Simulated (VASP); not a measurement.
Input of a VASP 6.6.1 run:

File INCAR:

```
SYSTEM = LiH
ALGO     = Normal         ! electronic algorithm
EDIFF    = 1E-6           ! SCF threshold, eV
ENCUT    = 520            ! plane-wave cutoff, eV
GGA      = PE             ! functional
ISIF     = 2              ! what is computed and relaxed
ISMEAR   = 0              ! smearing method
LASPH    = .True.         ! aspherical terms in the spheres
LCHARG   = .False.        ! write CHGCAR
LREAL    = .False.        ! projectors in reciprocal space
LWAVE    = .False.        ! write WAVECAR
NBANDS   = 24             ! bands
NELM     = 80             ! most SCF steps
PREC     = Accurate       ! precision mode
SIGMA    = 0.05           ! smearing width, eV
```

Contents of KPOINTS:

```
k-points
0
Gamma
  1 1 8
  0 0 0
```

File POSCAR:

```
LiH
1.0
   11.0000000000      0.0000000000      0.0000000000
    0.0000000000     13.3000000000      0.0000000000
    0.0000000000      0.0000000000      3.7541503929
Li H
6 6
Direct
    0.5911469971      0.5000000000      0.0000000000
    0.5825923283      0.3563262130      0.5000000000
    0.5825923283      0.6436737870      0.5000000000
    0.4088530029      0.5000000000      0.5000000000
    0.4174076717      0.3563262130      0.0000000000
    0.4174076717      0.6436737870      0.0000000000
    0.4097733114      0.5000000000      0.0000000000
    0.4076694768      0.3507977884      0.5000000000
    0.4076694768      0.6492022116      0.5000000000
    0.5902266886      0.5000000000      0.5000000000
    0.5923305232      0.3507977884      0.0000000000
    0.5923305232      0.6492022116      0.0000000000
```

Potentials or basis: VASP PAW PBE potentials, release 64 (Li_sv, H).

The run is started by

```console
$ cat potpaw_PBE.64/Li_sv/POTCAR potpaw_PBE.64/H/POTCAR > POTCAR
$ mpirun -np 1 vasp_std > vasp.out
```

Question: Predict the band gap on the k mesh.

Answer: 2.72 eV.

Question: What does it give for the largest force?

Answer: 0.011 eV/Å.

Forces in eV/Å, atoms in the order of the input:
```
Li  -0.005  0.000  0.000
Li   0.008 -0.007  0.000
Li   0.008  0.007  0.000
Li   0.005  0.000  0.000
Li  -0.008 -0.007  0.000
Li  -0.008  0.007  0.000
H    0.002  0.000  0.000
H   -0.001  0.006  0.000
H   -0.001 -0.006  0.000
H   -0.002  0.000  0.000
H    0.001  0.006  0.000
H    0.001 -0.006  0.000
```
